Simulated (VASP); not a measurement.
Runs of VASP 6.6.1 on Al. The structure is that of space group P6_3/mmc (No. 194), or close to it. The cells are those of the table. 

| task | level | cell | cutoff (eV) | gap on the mesh (eV) | pressure (GPa) | relaxed volume (Å³/atom) |
| --- | --- | --- | --- | --- | --- | --- |
| single point | PBEsol+D3(BJ) | a = 2.822, b = 2.822, c = 4.583 Å, angles 90.0, 90.0, 120.0°, 2 atoms | 520 | none | (a) | - |
| single point | r2SCAN+D4 | a = 2.826, b = 2.826, c = 4.610 Å, angles 90.0, 90.0, 120.0°, 2 atoms | 520 | none | -0.3 | - |
| relaxation of cell and atoms | BLYP+D3(BJ) | relaxed from a = 2.812, b = 2.812, c = 4.867 Å, angles 90.0, 90.0, 120.0°, 2 atoms | 600 | none | 0.0 | 15.83 |
| relaxation of cell and atoms | PBEsol+D3(BJ) | relaxed from a = 2.812, b = 2.812, c = 4.867 Å, angles 90.0, 90.0, 120.0°, 2 atoms | 600 | none | 0.0 | 15.82 |
| single point | BLYP+D3(BJ) | a = 2.823, b = 2.823, c = 4.574 Å, angles 90.0, 90.0, 120.0°, 2 atoms | 520 | none | 0.2 | - |
| relaxation of cell and atoms | r2SCAN+D4 | relaxed from a = 2.812, b = 2.812, c = 4.867 Å, angles 90.0, 90.0, 120.0°, 2 atoms | 600 | none | 0.0 | (b) |

Alike in all rows: potentials or basis VASP PAW PBE potentials, release 64 (Al); no spin polarisation; k mesh 7 × 7 × 4; smearing fermi-dirac 0.3 eV.

Task: Fill in the values left out.

Result: (a) 0.1; (b) 15.87.

Caveats: all runs use coarse meshes; the PAW data sets were made with another functional, which shifts forces and pressure a little; pairwise dispersion overbinds metals, which lowers pressure and volume.

A gap of «none» marks levels without a gap at the run's occupations.
